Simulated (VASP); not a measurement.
A run of VASP 6.6.1 is set up as follows.

Contents of INCAR:

```
SYSTEM = Al
ALGO = Fast ; EDIFF = 1E-7
ENCUT = 520 ; GGA = PS
ISIF = 2 ; ISMEAR = 0
IVDW = 12 ; LASPH = .TRUE.
LCHARG = .TRUE. ; LELF = .TRUE.
LREAL = .FALSE. ; LVHAR = .TRUE.
LWAVE = .FALSE. ; NBANDS = 8
NELM = 80 ; PREC = Accurate
SIGMA = 0.15
```

The input KPOINTS:

```
k-points
0
G
  28 28 28
  0 0 0
```

Contents of POSCAR:

```
Al
1.0
    0.0000000000      2.0915697753      1.7778343090
    2.0915697753      0.0000000000      1.7778343090
    2.0915697753      2.0915697753      0.0000000000
Al
1
Direct
    0.0000000000      0.0000000000      0.0000000000
```

Potentials or basis: VASP PAW PBE potentials, release 64 (Al).

Run with:

```sh
$ cat potpaw_PBE.64/Al/POTCAR > POTCAR
$ mpirun -np 1 vasp_std > vasp.out
```

(1) Estimate the dispersion energy per atom.

(2) Predict the pressure.

Answers

(1) -0.337 eV.

(2) 1.3 GPa.

Caveat: the PAW data sets were made with another functional, which shifts forces and pressure a little; pairwise dispersion overbinds metals, which lowers pressure and volume.
